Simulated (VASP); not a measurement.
# ZrBr (R-3m) in VASP: further runs, part 2 of 2

VASP 6.6.1. The steps go on from the part before.

## Step 3: Electric field gradients, LDA (26.35 Å³/atom)

This run uses another cell than the first one, of 26.35 Å³/atom.

The input, INCAR:

```
SYSTEM = ZrBr
ALGO = Normal ; EDIFF = 1E-8
ENCUT = 520 ; ISIF = 2
ISMEAR = -1 ; LASPH = .True.
LCHARG = .False. ; LEFG = .True.
LREAL = .False. ; LWAVE = .False.
NBANDS = 27 ; NELM = 60
PREC = Accurate ; SIGMA = 0.02
```

The input, KPOINTS:

```
k-points
0
Gamma
  10 10 10
  0 0 0
```

The input, POSCAR:

```
ZrBr
1.0
    1.7859042537      1.0310923016      9.5405171794
   -1.7859042537      1.0310923016      9.5405171794
    0.0000000000     -2.0621846032      9.5405171794
Zr Br
2 2
Direct
    0.2092000000      0.2092000000      0.2092000000
    0.7908000000      0.7908000000      0.7908000000
    0.3917000000      0.3917000000      0.3917000000
    0.6083000000      0.6083000000      0.6083000000
```

Potentials or basis: VASP PAW LDA potentials, release 64 (Zr_sv, Br).

Launch:

```console
$ cat potpaw_LDA.64/Zr_sv/POTCAR potpaw_LDA.64/Br/POTCAR > POTCAR
$ mpirun -np 1 vasp_std > vasp.out
```

OUTCAR:

```text
SYSTEM = ZrBr
   EDIFF = 1E-8
   ENCUT = 520
   ISIF = 2
   ISMEAR = -1
   LASPH = .True.
   LREAL = .False.
   NELM = 60
   PREC = Accurate

 ion  position               nearest neighbor table
   1  0.209  0.209  0.209-   4 2.79   4 2.79   4 2.79   2 3.19   2 3.19   2 3.19
   2  0.791  0.791  0.791-   3 2.79   3 2.79   3 2.79   1 3.19   1 3.19   1 3.19
   3  0.392  0.392  0.392-   2 2.79   2 2.79   2 2.79
   4  0.608  0.608  0.608-   1 2.79   1 2.79   1 2.79

  LATTYP: Found a trigonal (rhomboedric) cell.
 ALAT       =     9.7608438871
 COS(alpha) =     0.9330467589

  Lattice vectors:

 A1 = (   1.7859042537,   1.0310923016,   9.5405171794)
[... 947 lines left out ...]
---------------------------------------------------------------------
   1       7.554     7.554   -15.108     0.000    -0.000     0.000
   2       7.554     7.554   -15.108    -0.000    -0.000     0.000
   3     -17.072   -17.072    34.144     0.000     0.000     0.000
   4     -17.072   -17.072    34.144     0.000     0.000     0.000
---------------------------------------------------------------------

 Electric field gradients after diagonalization (V/A^2)
 (convention: |V_zz| > |V_xx| > |V_yy|)
----------------------------------------------------------------------
 ion       V_xx      V_yy      V_zz     asymmetry (V_yy - V_xx)/ V_zz
----------------------------------------------------------------------
   1       7.554     7.554   -15.108       0.000
   2       7.554     7.554   -15.108       0.000
   3     -17.072   -17.072    34.144       0.000
   4     -17.072   -17.072    34.144       0.000
----------------------------------------------------------------------

           NMR quadrupolar parameters

 Cq : quadrupolar parameter    Cq=e*Q*V_zz/h
 eta: asymmetry parameters     (V_yy - V_xx)/ V_zz
 Q  : nuclear electric quadrupole moment in mb (millibarn)
----------------------------------------------------------------------
 ion       Cq(MHz)       eta       Q (mb)
----------------------------------------------------------------------
   1      -0.037       0.000       1.000
   2      -0.037       0.000       1.000
   3       0.083       0.000       1.000
   4       0.083       0.000       1.000
----------------------------------------------------------------------
```

OSZICAR:

```text
N       E                     dE             d eps       ncg     rms          rms(c)
DAV:   1     0.327773623131E+03    0.32777E+03   -0.19090E+04  6288   0.131E+03
DAV:   2    -0.519845348865E+00   -0.32829E+03   -0.32089E+03  7565   0.350E+02
DAV:   3    -0.266397249924E+02   -0.26120E+02   -0.25871E+02 10129   0.803E+01
DAV:   4    -0.283265735587E+02   -0.16868E+01   -0.16831E+01  8749   0.180E+01
DAV:   5    -0.283987884564E+02   -0.72215E-01   -0.72205E-01  9271   0.282E+00    0.145E+01
DAV:   6    -0.271433079186E+02    0.12555E+01   -0.21904E+00  6837   0.797E+00    0.573E+00
DAV:   7    -0.268566653679E+02    0.28664E+00   -0.11518E+00  8067   0.480E+00    0.125E+00
DAV:   8    -0.268452109619E+02    0.11454E-01   -0.60329E-02  8623   0.163E+00    0.504E-01
DAV:   9    -0.268443553686E+02    0.85559E-03   -0.47899E-03  7807   0.435E-01    0.174E-01
DAV:  10    -0.268443369150E+02    0.18454E-04   -0.45241E-04  9094   0.124E-01    0.347E-02
DAV:  11    -0.268443313552E+02    0.55598E-05   -0.36569E-05  8919   0.426E-02    0.148E-02
DAV:  12    -0.268443342140E+02   -0.28588E-05   -0.12234E-05  8410   0.199E-02    0.616E-03
DAV:  13    -0.268443345420E+02   -0.32795E-06   -0.52606E-07  8835   0.517E-03    0.297E-03
DAV:  14    -0.268443346568E+02   -0.11487E-06   -0.11231E-07  7400   0.171E-03    0.454E-04
DAV:  15    -0.268443346580E+02   -0.11537E-08   -0.11075E-08  5707   0.593E-04
   1 F= -.26844335E+02 E0= -.26843343E+02  d E =-.198364E-02
```

Run time: 33 min. Hardware: 1 thread of Intel Xeon Platinum 8488C (Sapphire Rapids), shared host; peak memory 0.84 GiB.

Results:

```
Free energy                             : -26.8443 eV
Pressure                                : -6.9 GPa
Largest force                           : 0.539 eV/Å
Band gap on the k mesh                  : zero (bands 19 and 20 overlap by 0.24 eV)
Largest electric field gradient by atom : Zr -15.1; Br +34.1 V/Å²
```

Forces on the atoms (eV/Å):
```
Zr   0.000  0.000 -0.432
Zr   0.000  0.000  0.432
Br   0.000  0.000  0.539
Br   0.000  0.000 -0.539
```

Stress tensor (GPa, compression positive):
```
-6.65  0.00  0.00
 0.00 -6.65  0.00
 0.00  0.00 -7.46
```

Levels at points of the mesh, in eV from the Fermi level:
```
           k point  band 15  band 16  band 17  band 18  band 19  band 20  band 21  band 22  band 23  band 24
(0.00, 0.00, 0.00)    -3.50    -3.50    -2.62    -1.34     0.23     0.23     0.54     0.80     0.80     1.50
(0.50, 0.00, 0.00)    -4.30    -4.23    -1.90    -1.22    -1.10    -0.01     0.92     2.71     2.91     2.98
(0.50, 0.50, 0.00)    -4.37    -4.15    -2.04    -1.08    -1.02     0.01     0.84     2.80     2.91     2.99
(0.50, 0.50, 0.50)    -3.57    -3.57    -1.97    -1.76     0.21     0.21     0.55     0.83     0.83     1.50
```

Electric field gradients, principal values (V/Å²):
| atom | least | middle | greatest (by size) |
| --- | --- | --- | --- |
| 1 Zr | 7.554 | 7.554 | -15.108 |
| 2 Zr | 7.554 | 7.554 | -15.108 |
| 3 Br | -17.072 | -17.072 | 34.144 |
| 4 Br | -17.072 | -17.072 | 34.144 |

Caveat: the cell stands under tension; without QUAD_EFG the Cq values of the log hold for a quadrupole moment of 1 mb, not for the nuclei.

## Step 4: Electric field gradients, LDA (equal xx and yy strain of +1 %)

The input, INCAR:

```
PREC = Accurate
ENCUT = 520
EDIFF = 1E-8
ISMEAR = -1
SIGMA = 0.02
LREAL = False
LASPH = True
NELM = 100
ALGO = Normal
ISIF = 2
LWAVE = False
LCHARG = False
LEFG = True
NBANDS = 27
```

The input, KPOINTS:

```
regular mesh
0
Gamma
  10 10 10
```

The input, POSCAR:

```
ZrBr
1.0
    1.7690669013      1.0213712516      9.3570000000
   -1.7690669013      1.0213712516      9.3570000000
    0.0000000000     -2.0427425033      9.3570000000
Zr Br
2 2
Direct
    0.2092000000      0.2092000000      0.2092000000
    0.7908000000      0.7908000000      0.7908000000
    0.3917000000      0.3917000000      0.3917000000
    0.6083000000      0.6083000000      0.6083000000
```

Potentials or basis: VASP PAW LDA potentials, release 64 (Zr_sv, Br).

Launch:

```console
$ cat potpaw_LDA.64/Zr_sv/POTCAR potpaw_LDA.64/Br/POTCAR > POTCAR
$ mpirun -np 1 vasp_std > vasp.out
```

OUTCAR:

```text
PREC = Accurate
   ENCUT = 520
   EDIFF = 1E-8
   ISMEAR = -1
   LREAL = False
   LASPH = True
   NELM = 100
   ISIF = 2

 ion  position               nearest neighbor table
   1  0.209  0.209  0.209-   4 2.75   4 2.75   4 2.75   2 3.14   2 3.14   2 3.14
   2  0.791  0.791  0.791-   3 2.75   3 2.75   3 2.75   1 3.14   1 3.14   1 3.14
   3  0.392  0.392  0.392-   2 2.75   2 2.75   2 2.75
   4  0.608  0.608  0.608-   1 2.75   1 2.75   1 2.75

  LATTYP: Found a trigonal (rhomboedric) cell.
 ALAT       =     9.5773819980
 COS(alpha) =     0.9317622199

  Lattice vectors:

 A1 = (   1.7690669013,   1.0213712516,   9.3570000000)
 A2 = (  -1.7690669013,   1.0213712516,   9.3570000000)
 A3 = (   0.0000000000,  -2.0427425033,   9.3570000000)

Analysis of symmetry for initial positions (statically):
=====================================================================
 Subroutine PRICEL returns:
 Original cell was already a primitive cell.

 Routine SETGRP: Setting up the symmetry group for a
 trigonal (rhombohedral) supercell.

 Subroutine GETGRP returns: Found 12 space group operations
 (whereof 12 operations were pure point group operations)
 out of a pool of 12 trial point group operations.

The static configuration has the point symmetry D_3d.

Analysis of symmetry for dynamics (positions and initial velocities):
=====================================================================
 Subroutine PRICEL returns:
 Original cell was already a primitive cell.

 Routine SETGRP: Setting up the symmetry group for a
 trigonal (rhombohedral) supercell.

 Subroutine GETGRP returns: Found 12 space group operations
 (whereof 12 operations were pure point group operations)
 out of a pool of 12 trial point group operations.

The dynamic configuration has the point symmetry D_3d.

 Subroutine INISYM returns: Found 12 space group operations
 (whereof 12 operations are pure point group operations),
 and found     1 'primitive' translations

----------------------------------------------------------------------------------------

                                     Primitive cell

  volume of cell :     101.4415

  direct lattice vectors                    reciprocal lattice vectors
     1.769066901  1.021371252  9.357000000     0.282634874  0.163179320  0.035623954
    -1.769066901  1.021371252  9.357000000    -0.282634874  0.163179320  0.035623954
     0.000000000 -2.042742503  9.357000000     0.000000000 -0.326358641  0.035623954

  length of vectors
     9.577381998  9.577381998  9.577381998     0.328297165  0.328297165  0.328297165

  position of ions in fractional coordinates (direct lattice)
     0.209200000  0.209200000  0.209200000
     0.790800000  0.790800000  0.790800000
     0.391700000  0.391700000  0.391700000
     0.608300000  0.608300000  0.608300000

  ion indices of the primitive-cell ions
   primitive index   ion index
                 1           1
[... 85 lines left out ...]
   PSTRESS=    0.0 pullay stress
   NELECT =      38.0000    total number of electrons
   NUPDOWN=      -1.0000    fix difference up-down
   EMIN   =  10.00;   EMAX   =-10.00  energy-range for DOS
   EFERMI =   0.00;   METHOD = LEGACY
   ISMEAR =    -1;   SIGMA  =   0.02  broadening in eV -4-tet -1-fermi 0-gaus
   EFERMI_NEDOS =   21; number of points for ismear=-14 and -15
   IALGO  =     38    algorithm
   IMIX   =      4    mixing-type and parameters
     AMIX     =   0.40;   BMIX     =  1.00
     AMIX_MAG =   1.60;   BMIX_MAG =  1.00
  volume/ion in A,a.u.               =      25.36       171.14
  Fermi-wavevector in a.u.,A,eV,Ry     =   1.180133  2.230127 18.949007  1.392713
  Thomas-Fermi vector in A             =   2.316431
   LORBIT       =      0    0 simple, 1 ext, 2 COOP (PROOUT), +10 PAW based schemes
   GGA     = CA    functional components
   LHFCALC =     F    Hartree Fock is set to
   AEXX    =    0.0000 exact exchange contribution
   IVDW    =     0    specifies the selected vdW correction
   LEPSILON=     F    determine dielectric tensor
   LRPA    =     F    only Hartree local field effects (RPA)
 non-spin polarized calculation
  energy-cutoff  :      520.00
  volume of cell :      101.44
 maximum number of plane-waves:      2780
   NGX = 35   NGY = 35   NGZ = 35

 number of electron      38.0000000 magnetization

 Free energy of the ion-electron system (eV)
  ---------------------------------------------------
  ext. energy  EPLUGINS =         0.00000000
  ---------------------------------------------------
  free energy    TOTEN  =       -26.98623589 eV

  energy without entropy =      -26.98482689  energy(sigma->0) =      -26.98553139

 E-fermi :   6.4336     XC(G=0): -10.1624

 val. band max:        6.3845177511   @ k =   0.1000   0.1000  -0.0000
 cond. band min:       6.4349855380   @ k =   0.5000   0.0000  -0.0000
 fundamental gap:      0.0504677869
 Fermi energy:         6.4335959379

 k-point     1 :       0.0000    0.0000    0.0000
  band No.  band energies     occupation
      1     -42.8637      2.00000
      2     -42.7798      2.00000
      3     -21.3271      2.00000
      4     -20.8809      2.00000
      5     -20.8642      2.00000
      6     -20.8642      2.00000
[... 709 lines left out ...]
     26       9.8597      0.00000
     27      10.7508      0.00000

 [... further k-points ...]

------------------------ aborting loop because EDIFF is reached ----------------------------------------

  FORCE on cell =-STRESS in cart. coord.  units (eV):
  Direction    XX          YY          ZZ          XY          YZ          ZX
  --------------------------------------------------------------------------------------
  -------------------------------------------------------------------------------------
  Total       -2.9107597     -2.9107597     -2.6208256     -0.0000000      0.0000000      0.0000000
  in kB      -45.9728219    -45.9728219    -41.3935750     -0.0000000      0.0000000      0.0000000
  external PRESSURE =     -44.4464063 kB  Pullay stress =       0.0000000 kB

 VOLUME and BASIS-vectors are now :
 -----------------------------------------------------------------------------
  energy-cutoff  :      520.00
  volume of cell :      101.44
      direct lattice vectors                 reciprocal lattice vectors
     1.769066901  1.021371252  9.357000000     0.282634874  0.163179320  0.035623954
    -1.769066901  1.021371252  9.357000000    -0.282634874  0.163179320  0.035623954
     0.000000000 -2.042742503  9.357000000     0.000000000 -0.326358641  0.035623954

 POSITION                                       TOTAL-FORCE (eV/Angst)
 -----------------------------------------------------------------------------------
      0.00000     -0.00000      5.87245         0.000000      0.000000     -0.446673
      0.00000     -0.00000     22.19855         0.000000     -0.000000      0.446673
      0.00000     -0.00000     10.99541         0.000000     -0.000000      0.198619
      0.00000     -0.00000     17.07559         0.000000      0.000000     -0.198619
 -----------------------------------------------------------------------------------
    total drift:                                0.000000     -0.000000      0.000000

  FREE ENERGIE OF THE ION-ELECTRON SYSTEM (eV)
  ---------------------------------------------------
  free  energy   TOTEN  =       -26.9862358870 eV

  energy  without entropy=      -26.9848268889  energy(sigma->0) =      -26.98553139

 Electric field gradients (V/A^2)
---------------------------------------------------------------------
 ion       V_xx      V_yy      V_zz      V_xy      V_xz      V_yz
---------------------------------------------------------------------
   1       8.903     8.903   -17.807    -0.000    -0.000     0.000
   2       8.903     8.903   -17.807    -0.000    -0.000     0.000
   3     -11.939   -11.939    23.879    -0.000    -0.000     0.000
   4     -11.939   -11.939    23.879    -0.000    -0.000     0.000
---------------------------------------------------------------------

 Electric field gradients after diagonalization (V/A^2)
 (convention: |V_zz| > |V_xx| > |V_yy|)
----------------------------------------------------------------------
 ion       V_xx      V_yy      V_zz     asymmetry (V_yy - V_xx)/ V_zz
----------------------------------------------------------------------
   1       8.903     8.903   -17.807       0.000
   2       8.903     8.903   -17.807       0.000
   3     -11.939   -11.939    23.879       0.000
   4     -11.939   -11.939    23.879       0.000
----------------------------------------------------------------------

           NMR quadrupolar parameters

 Cq : quadrupolar parameter    Cq=e*Q*V_zz/h
 eta: asymmetry parameters     (V_yy - V_xx)/ V_zz
 Q  : nuclear electric quadrupole moment in mb (millibarn)
----------------------------------------------------------------------
 ion       Cq(MHz)       eta       Q (mb)
----------------------------------------------------------------------
   1      -0.043       0.000       1.000
   2      -0.043       0.000       1.000
   3       0.058       0.000       1.000
   4       0.058       0.000       1.000
----------------------------------------------------------------------
```

Run time: 56 min. Hardware: 1 thread of AMD EPYC 7R43 (Zen 3), shared host; peak memory 0.66 GiB.

What came out:

* Free energy: -26.9862 eV
* Pressure: -4.4 GPa
* Largest force: 0.447 eV/Å
* Band gap on the k mesh: zero (bands 19 and 20 overlap by 0.22 eV)
* Largest electric field gradient by atom: Zr -17.8; Br +23.9 V/Å²

Forces in eV/Å, atoms in the order of the input:
```
Zr   0.000  0.000 -0.447
Zr   0.000  0.000  0.447
Br   0.000  0.000  0.199
Br   0.000  0.000 -0.199
```

Stress tensor (GPa, compression positive):
```
-4.60  0.00  0.00
 0.00 -4.60  0.00
 0.00  0.00 -4.14
```

Electric field gradients, principal values (V/Å²):
| atom | least | middle | greatest (by size) |
| --- | --- | --- | --- |
| 1 Zr | 8.903 | 8.903 | -17.807 |
| 2 Zr | 8.903 | 8.903 | -17.807 |
| 3 Br | -11.939 | -11.939 | 23.879 |
| 4 Br | -11.939 | -11.939 | 23.879 |

Caveat: the cell differs from its parent crystal (equal xx and yy strain of +1 %); the cell stands under tension; without QUAD_EFG the Cq values of the log hold for a quadrupole moment of 1 mb, not for the nuclei.

## Step 5: Summary

| cell | gap on the mesh (eV) | pressure (GPa) | largest force (eV/Å) |
| --- | --- | --- | --- |
| a = 9.636 Å, angles 21.1°, 4 atoms | none | -4.5 | 0.45 |
| a = 9.761 Å, angles 21.1°, 4 atoms | none | -6.9 | 0.54 |
| a = 9.577 Å, angles 21.3°, 4 atoms | none | -4.4 | 0.45 |

Alike in all rows: task electric field gradients; level LDA; potentials or basis VASP PAW LDA potentials, release 64 (Zr_sv, Br); no spin polarisation; k mesh 10 × 10 × 10; cutoff (eV) 520; smearing fermi-dirac 0.02 eV.

Caveats: the cell stands under tension.

Absolute energies hang on the potentials; compare differences alone.
